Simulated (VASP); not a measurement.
Here is a VASP 6.6.1 calculation.

The input INCAR:

```
SYSTEM = LiTaO2
ALGO     = Normal         ! electronic algorithm
EDIFF    = 1E-6           ! SCF threshold, eV
ENCUT    = 520            ! plane-wave cutoff, eV
GGA      = PE             ! functional
ISIF     = 2              ! what is computed and relaxed
ISMEAR   = 0              ! smearing method
LASPH    = .True.         ! aspherical terms in the spheres
LCHARG   = .True.         ! write CHGCAR
LELF     = .True.         ! ELF
LREAL    = .False.        ! projectors in reciprocal space
LVHAR    = .True.       
LWAVE    = .False.        ! write WAVECAR
NBANDS   = 21             ! bands
NELM     = 100            ! most SCF steps
PREC     = Accurate       ! precision mode
SIGMA    = 0.1            ! smearing width, eV
```

KPOINTS

```
k-points
0
Gamma
  6 6 6
  0 0 0
```

Contents of POSCAR:

```
LiTaO2
1.0
    1.4377497667      0.8300852148      5.4116899727
   -1.4377497667      0.8300852148      5.4116899727
    0.0000000000     -1.6601704296      5.4116899727
Li Ta O
1 1 2
Direct
    0.0000000000      0.0000000000      0.0000000000
    0.5000000000      0.5000000000      0.5000000000
    0.2532883593      0.2532883593      0.2532883593
    0.7467116407      0.7467116407      0.7467116407
```

Potentials or basis: VASP PAW PBE potentials, release 64 (Li_sv, Ta_pv, O).

Launch:

```bash
$ cat potpaw_PBE.64/Li_sv/POTCAR potpaw_PBE.64/Ta_pv/POTCAR potpaw_PBE.64/O/POTCAR > POTCAR
$ mpirun -np 1 vasp_std > vasp.out
```

(1) What does it give for the largest force?

(2) Estimate the band gap on the k mesh.

Results:

(1) 0.052 eV/Å.

(2) zero (band 13 reaches 7.16 eV, above the bottom of band 14 at 6.09 eV).

Caveat: the k points lie up to 0.43 Å⁻¹ apart; spin-orbit coupling is left out, which moves the levels of the heavy elements.
